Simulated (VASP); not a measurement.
# Be3V (Fm-3m) in VASP: relaxation of cell and atoms with PBE

Aim: the relaxation of cell and atoms of Be3V with PBE.

Program: VASP 6.6.1. These are calculated values, not measurements. Logs are shortened: lines on timing, memory, paths and dates and some standing lists are left out, and cuts for length are marked.

## (1) The cell of the first run

It takes space group Fm-3m (No. 225, cubic). Conventional cell: a = 7.096 Å, b = 7.096 Å, c = 7.096 Å, α = 90.00°, β = 90.00°, γ = 90.00°. Within 2.2 Å of Be (site symmetry 4mm) lie 4 Be at 1.67 Å. V (site symmetry -43m) has 12 Be at 2.58 Å within 3.4 Å.

The cell was generated, and may not be a known phase.

## (2) Relaxation of cell and atoms, PBE, collinear spin, ferromagnetic start

INCAR

```
  PREC = Accurate
  ENCUT = 600
  EDIFF = 1E-7
  ISMEAR = 0
  SIGMA = 0.1
  LREAL = F
  LASPH = T
  NELM = 150
  ALGO = Normal
  ISIF = 3
  LWAVE = F
  LCHARG = F
  ISPIN = 2
  MAGMOM = 0 0 0 0 0 0 2 2
  LORBIT = 11
  LMAXMIX = 4
  GGA = PE
  IBRION = 2
  NSW = 90
  EDIFFG = -0.04
```

KPOINTS

```
Automatic mesh
0
Gamma
  4 4 4
```

POSCAR

```
Be3V
1.0
    0.0000000000      3.5477505730      3.5477505730
    3.5477505730      0.0000000000      3.5477505730
    3.5477505730      3.5477505730      0.0000000000
Be V
6 2
Direct
    0.6666666667      0.3333333333      0.3333333333
    0.3333333333      0.6666666667      0.6666666667
    0.6666666667      0.3333333333      0.6666666667
    0.3333333333      0.6666666667      0.3333333333
    0.6666666667      0.6666666667      0.3333333333
    0.3333333333      0.3333333333      0.6666666667
    0.2500000000      0.2500000000      0.2500000000
    0.7500000000      0.7500000000      0.7500000000
```

Potentials or basis: VASP PAW PBE potentials, release 64 (Be, V_sv).

On the command line:

```
cat potpaw_PBE.64/Be/POTCAR potpaw_PBE.64/V_sv/POTCAR > POTCAR
mpirun -np 1 vasp_std > vasp.out
```

OUTCAR:

```text
PREC = Accurate
   ENCUT = 600
   EDIFF = 1E-7
   ISMEAR = 0
   LREAL = F
   LASPH = T
   NELM = 150
   ISIF = 3
   ISPIN = 2
   LORBIT = 11
   GGA = PE
   IBRION = 2
   NSW = 90
   EDIFFG = -0.04

 ion  position               nearest neighbor table
   1  0.667  0.333  0.333-   3 1.67   4 1.67   5 1.67   6 1.67   2 2.37   8 2.58   8 2.58   7 2.58
                             7 2.58
   2  0.333  0.667  0.667-   3 1.67   4 1.67   5 1.67   6 1.67   1 2.37   7 2.58   7 2.58   8 2.58
                             8 2.58
   3  0.667  0.333  0.667-   1 1.67   2 1.67   5 1.67   6 1.67   4 2.37   7 2.58   7 2.58   8 2.58
                             8 2.58
   4  0.333  0.667  0.333-   1 1.67   2 1.67   5 1.67   6 1.67   3 2.37   8 2.58   8 2.58   7 2.58
                             7 2.58
   5  0.667  0.667  0.333-   1 1.67   2 1.67   3 1.67   4 1.67   6 2.37   7 2.58   7 2.58   8 2.58
                             8 2.58
   6  0.333  0.333  0.667-   1 1.67   2 1.67   3 1.67   4 1.67   5 2.37   8 2.58   8 2.58   7 2.58
                             7 2.58
   7  0.250  0.250  0.250-   2 2.58   3 2.58   2 2.58   5 2.58   3 2.58   5 2.58   6 2.58   4 2.58
                             1 2.58   1 2.58   4 2.58   6 2.58
   8  0.750  0.750  0.750-   4 2.58   6 2.58   1 2.58   6 2.58   1 2.58   4 2.58   3 2.58   2 2.58
                             5 2.58   2 2.58   3 2.58   5 2.58

  LATTYP: Found a face centered cubic cell.
 ALAT       =     7.0955011460

  Lattice vectors:

 A1 = (   0.0000000000,   3.5477505730,   3.5477505730)
 A2 = (   3.5477505730,   0.0000000000,   3.5477505730)
 A3 = (   3.5477505730,   3.5477505730,   0.0000000000)

Analysis of symmetry for initial positions (statically):
=====================================================================
 Subroutine PRICEL returns:
 Original cell was already a primitive cell.

 Routine SETGRP: Setting up the symmetry group for a
 face centered cubic supercell.

 Subroutine GETGRP returns: Found 48 space group operations
 (whereof 48 operations were pure point group operations)
 out of a pool of 48 trial point group operations.

The static configuration has the point symmetry O_h .

Analysis of symmetry for dynamics (positions and initial velocities):
=====================================================================
 Subroutine PRICEL returns:
 Original cell was already a primitive cell.

 Routine SETGRP: Setting up the symmetry group for a
 face centered cubic supercell.

 Subroutine GETGRP returns: Found 48 space group operations
 (whereof 48 operations were pure point group operations)
 out of a pool of 48 trial point group operations.

The dynamic configuration has the point symmetry O_h .

Analysis of structural, dynamic, and magnetic symmetry:
=====================================================================
 Subroutine PRICEL returns:
 Original cell was already a primitive cell.

 Routine SETGRP: Setting up the symmetry group for a
 face centered cubic supercell.

 Subroutine GETGRP returns: Found 48 space group operations
 (whereof 48 operations were pure point group operations)
 out of a pool of 48 trial point group operations.

The overall configuration has the point symmetry O_h .

 Subroutine INISYM returns: Found 48 space group operations
 (whereof 48 operations are pure point group operations),
 and found     1 'primitive' translations

----------------------------------------------------------------------------------------

                                     Primitive cell

  volume of cell :      89.3078

  direct lattice vectors                    reciprocal lattice vectors
     0.000000000  3.547750573  3.547750573    -0.140934372  0.140934372  0.140934372
     3.547750573  0.000000000  3.547750573     0.140934372 -0.140934372  0.140934372
     3.547750573  3.547750573  0.000000000     0.140934372  0.140934372 -0.140934372

  length of vectors
     5.017276976  5.017276976  5.017276976     0.244105493  0.244105493  0.244105493

  position of ions in fractional coordinates (direct lattice)
     0.666666667  0.333333333  0.333333333
     0.333333333  0.666666667  0.666666667
     0.666666667  0.333333333  0.666666667
     0.333333333  0.666666667  0.333333333
     0.666666667  0.666666667  0.333333333
     0.333333333  0.333333333  0.666666667
     0.250000000  0.250000000  0.250000000
     0.750000000  0.750000000  0.750000000

  ion indices of the primitive-cell ions
   primitive index   ion index
                 1           1
                 2           2
                 3           3
                 4           4
                 5           5
                 6           6
                 7           7
                 8           8

----------------------------------------------------------------------------------------

 KPOINTS: Automatic mesh

Automatic generation of k-mesh.
 Grid dimensions read from file:
 generate k-points for:    4    4    4

 Generating k-lattice:

  Cartesian coordinates                     Fractional coordinates (reciprocal lattice)
    -0.035233593  0.035233593  0.035233593     0.250000000  0.000000000  0.000000000
     0.035233593 -0.035233593  0.035233593     0.000000000  0.250000000  0.000000000
     0.035233593  0.035233593 -0.035233593     0.000000000  0.000000000  0.250000000

  Length of vectors
     0.061026373  0.061026373  0.061026373

  Shift w.r.t. Gamma in fractional coordinates (k-lattice)
     0.000000000  0.000000000  0.000000000

 Subroutine IBZKPT returns following result:
 ===========================================

 Found      8 irreducible k-points:

 Following reciprocal coordinates:
            Coordinates               Weight
  0.000000  0.000000  0.000000      1.000000
  0.250000  0.000000  0.000000      8.000000
  0.500000  0.000000  0.000000      4.000000
  0.250000  0.250000  0.000000      6.000000
  0.500000  0.250000  0.000000     24.000000
 -0.250000  0.250000  0.000000     12.000000
  0.500000  0.500000  0.000000      3.000000
 -0.250000  0.500000  0.250000      6.000000
   k-points           NKPTS =      8   k-points in BZ     NKDIM =      8   number of bands    NBANDS=     26
   number of dos      NEDOS =    301   number of ions     NIONS =      8
   total plane-waves  NPLWV =  64000
   dimension x,y,z NGX =    40 NGY =   40 NGZ =   40
   dimension x,y,z NGXF=    80 NGYF=   80 NGZF=   80
   ions per type =               6   2
   NGX,Y,Z   is equivalent  to a cutoff of  13.25, 13.25, 13.25 a.u.
   NGXF,Y,Z  is equivalent  to a cutoff of  26.51, 26.51, 26.51 a.u.
 SYSTEM =  unknown system
   PREC   = accura    normal or accurate (medium, high low for compatibility)
   ISTART =      0    job   : 0-new  1-cont  2-samecut
   ICHARG =      2    charge: 1-file 2-atom 10-const
   ISPIN  =      2    spin polarized calculation?
   LNONCOLLINEAR =      F non collinear calculations
   LSORBIT =      F    spin-orbit coupling
   LASPH  =      T    aspherical Exc in radial PAW
   ENCUT  =  600.0 eV  44.10 Ry    6.64 a.u.  10.02 10.02 10.02*2*pi/ulx,y,z
   NELM   =    150;   NELMIN=  2; NELMDL= -5     # of ELM steps
   EDIFF  = 0.1E-06   stopping-criterion for ELM
   LREAL  =      F    real-space projection
   EDIFFG = -.4E-01   stopping-criterion for IOM
   NSW    =     90    number of steps for IOM
   IBRION =      2    ionic relax: 0-MD 1-quasi-New 2-CG
   NFREE  =      1    steps in history (QN), initial steepest desc. (CG)
   ISIF   =      3    stress and relaxation
   ISYM   =      2    0-nonsym 1-usesym 2-fastsym
   POTIM  = 0.5000    time-step for ionic-motion
   TEBEG  =    0.0;   TEEND  =   0.0 temperature during run
   PSTRESS=    0.0 pullay stress
   NELECT =      38.0000    total number of electrons
   NUPDOWN=      -1.0000    fix difference up-down
   EMIN   =  10.00;   EMAX   =-10.00  energy-range for DOS
   EFERMI =   0.00;   METHOD = LEGACY
   ISMEAR =     0;   SIGMA  =   0.10  broadening in eV -4-tet -1-fermi 0-gaus
   EFERMI_NEDOS =   21; number of points for ismear=-14 and -15
   IALGO  =     38    algorithm
   IMIX   =      4    mixing-type and parameters
     AMIX     =   0.40;   BMIX     =  1.00
     AMIX_MAG =   1.60;   BMIX_MAG =  1.00
  volume/ion in A,a.u.               =      11.16        75.33
  Fermi-wavevector in a.u.,A,eV,Ry     =   1.231326  2.326868 20.628650  1.516163
  Thomas-Fermi vector in A             =   2.366140
   LORBIT       =     11    0 simple, 1 ext, 2 COOP (PROOUT), +10 PAW based schemes
   GGA     = PE    functional components
   LHFCALC =     F    Hartree Fock is set to
   AEXX    =    0.0000 exact exchange contribution
   IVDW    =     0    specifies the selected vdW correction
   LEPSILON=     F    determine dielectric tensor
   LRPA    =     F    only Hartree local field effects (RPA)
 conjugate gradient relaxation of ions
 spin polarized calculation
 Gauss-broadening in eV      SIGMA  =   0.10
  energy-cutoff  :      600.00
  volume of cell :       89.31
 maximum number of plane-waves:      2998
   NGX = 21   NGY = 21   NGZ = 21

--------------------------------------- Ionic step        1  -------------------------------------------

 number of electron      38.0000005 magnetization      -0.0032239

 number of electron      38.0000005 magnetization       0.0000537

 Free energy of the ion-electron system (eV)
  ---------------------------------------------------
  ext. energy  EPLUGINS =         0.00000000
  ---------------------------------------------------
  free energy    TOTEN  =       -30.28938701 eV

  energy without entropy =      -30.23656579  energy(sigma->0) =      -30.26297640

------------------------ aborting loop because EDIFF is reached ----------------------------------------

  FORCE on cell =-STRESS in cart. coord.  units (eV):
  Direction    XX          YY          ZZ          XY          YZ          ZX
  --------------------------------------------------------------------------------------
  -------------------------------------------------------------------------------------
  Total       12.3290226     12.3290226     12.3290226      0.0000000      0.0000000      0.0000000
  in kB      221.1821107    221.1821107    221.1821107      0.0000000      0.0000000      0.0000000
  external PRESSURE =     221.1821107 kB  Pullay stress =       0.0000000 kB
[... 29 lines left out ...]
--------------------------------------- Ionic step        2  -------------------------------------------

 number of electron      38.0000006 magnetization       0.0005703

 number of electron      38.0000006 magnetization      -0.0000143

 E-fermi :   4.0583     XC(G=0):  -9.8925

 val. band max:        3.9705241317   @ k =   0.2500   0.0000   0.0000
 cond. band min:       4.0778327981   @ k =  -0.2500   0.5000   0.2500
 fundamental gap:      0.1073086663
 Fermi energy:         4.0583034925

 spin component 1

 k-point     1 :       0.0000    0.0000    0.0000
  band No.  band energies     occupation
      1     -60.0821      1.00000
      2     -60.0806      1.00000
      3     -33.8982      1.00000
      4     -33.8982      1.00000
      5     -33.8982      1.00000
      6     -33.8892      1.00000
[... 221 lines left out ...]
     25       6.0006      0.00000
     26       6.5962      0.00000
 Fermi energy:         4.0583034925

 spin component 2

 k-point     1 :       0.0000    0.0000    0.0000
  band No.  band energies     occupation
      1     -60.0821      1.00000
      2     -60.0806      1.00000
      3     -33.8982      1.00000
      4     -33.8982      1.00000
      5     -33.8982      1.00000
      6     -33.8892      1.00000
[... 526 lines left out ...]
--------------------------------------- Ionic step        9  -------------------------------------------

 number of electron      37.9999998 magnetization       0.0000002

 number of electron      37.9999998 magnetization      -0.0000001

 Free energy of the ion-electron system (eV)
  ---------------------------------------------------
  ext. energy  EPLUGINS =         0.00000000
  ---------------------------------------------------
  free energy    TOTEN  =       -41.48094314 eV

  energy without entropy =      -41.46616003  energy(sigma->0) =      -41.47355158

 E-fermi :   7.0091     XC(G=0): -11.3325

 val. band max:        6.9095372976   @ k =   0.2500   0.0000   0.0000
 cond. band min:       7.0703613580   @ k =   0.2500   0.0000   0.0000
 fundamental gap:      0.1608240604
 Fermi energy:         7.0090649597

 spin component 1

 k-point     1 :       0.0000    0.0000    0.0000
  band No.  band energies     occupation
      1     -56.5546      1.00000
      2     -56.5439      1.00000
      3     -30.4506      1.00000
      4     -30.4506      1.00000
      5     -30.4506      1.00000
      6     -30.4050      1.00000
[... 221 lines left out ...]
     25      10.2096      0.00000
     26      10.2340      0.00000
 Fermi energy:         7.0090649597

 spin component 2

 k-point     1 :       0.0000    0.0000    0.0000
  band No.  band energies     occupation
      1     -56.5546      1.00000
      2     -56.5439      1.00000
      3     -30.4506      1.00000
      4     -30.4506      1.00000
      5     -30.4506      1.00000
      6     -30.4050      1.00000
[... 256 lines left out ...]
  FREE ENERGIE OF THE ION-ELECTRON SYSTEM (eV)
  ---------------------------------------------------
  free  energy   TOTEN  =       -41.4809431358 eV

  energy  without entropy=      -41.4661600280  energy(sigma->0) =      -41.47355158

 reached required accuracy - stopping structural energy minimisation

 total charge

# of ion       s       p       d       tot
------------------------------------------
    1        0.455   0.691   0.000   1.146
    2        0.455   0.691   0.000   1.146
    3        0.455   0.691   0.000   1.146
    4        0.455   0.691   0.000   1.146
    5        0.455   0.691   0.000   1.146
    6        0.455   0.691   0.000   1.146
    7        2.271   6.253   3.147  11.672
    8        2.271   6.253   3.147  11.672
--------------------------------------------------
tot          7.271  16.653   6.294  30.218

 magnetization (x)

# of ion       s       p       d       tot
------------------------------------------
    1        0.000  -0.000   0.000  -0.000
    2        0.000  -0.000   0.000  -0.000
    3        0.000  -0.000   0.000  -0.000
    4        0.000  -0.000   0.000  -0.000
    5        0.000  -0.000   0.000  -0.000
    6        0.000  -0.000   0.000  -0.000
    7       -0.000  -0.000   0.000   0.000
    8       -0.000  -0.000   0.000   0.000
--------------------------------------------------
tot         -0.000  -0.000   0.000  -0.000
```

Wall time 6.3 min (1 thread of AMD EPYC 7R13 (Zen 3), shared host); peak memory 0.27 GiB.

What came out:

```yaml
Free_energy: -41.4809 eV
Relaxed_volume: 9.51 Å³/atom
Relaxed_cell: a = 4.756 Å, b = 4.756 Å, c = 4.756 Å, α = 60.00°, β = 60.00°, γ = 60.00°
Space_group_after_relaxing_to_0.1_Å: Pm-3m (No. 221)
Energy_gained_by_relaxing: 1398.9 meV/atom
Ionic_steps: 9
Pressure_after_relaxing: 0.0 GPa
Band_gap_on_the_k_mesh: zero (filled and empty bands overlap)
Net_moment: 0.00 μB per cell
Valence_electrons_inside_the_program's_atomic_spheres: Be 1.15; V 11.67
```

Step by step:
```tsv
step	energy change (eV)	largest force (eV/Å)	pressure (GPa)	volume (Å³)
1	0.0000	9.7672	22.12	89.31
2	-7.1829	0.2153	-26.33	110.75
3	-7.7788	1.1567	-19.80	102.72
4	-10.2243	1.2744	-8.72	84.08
5	-10.7544	1.1248	7.93	73.22
6	-11.1148	0.2486	6.37	73.11
7	-11.1337	0.0176	6.35	73.08
8	-11.1806	0.0325	-2.46	77.45
9	-11.1916	0.0190	0.03	76.08
```

Final structure:
```xyz
8
Lattice="0.0000 3.3631 3.3631 3.3631 0.0000 3.3631 3.3631 3.3631 0.0000" Properties=species:S:1:pos:R:3 pbc="T T T"
Be    1.6839    3.3631    3.3631
Be    5.0423    3.3631    3.3631
Be    3.3631    5.0423    3.3631
Be    3.3631    1.6839    3.3631
Be    3.3631    3.3631    5.0423
Be    3.3631    3.3631    1.6839
V     1.6816    1.6816    1.6816
V     5.0447    5.0447    5.0447
```

Caveat: the k points lie up to 0.40 Å⁻¹ apart in the final cell, too coarse for converged energies and pressures of a metal; the moments typed at the start vanished in this run.

The gap in the log of VASP goes by the Fermi energy; the results here count the filled bands.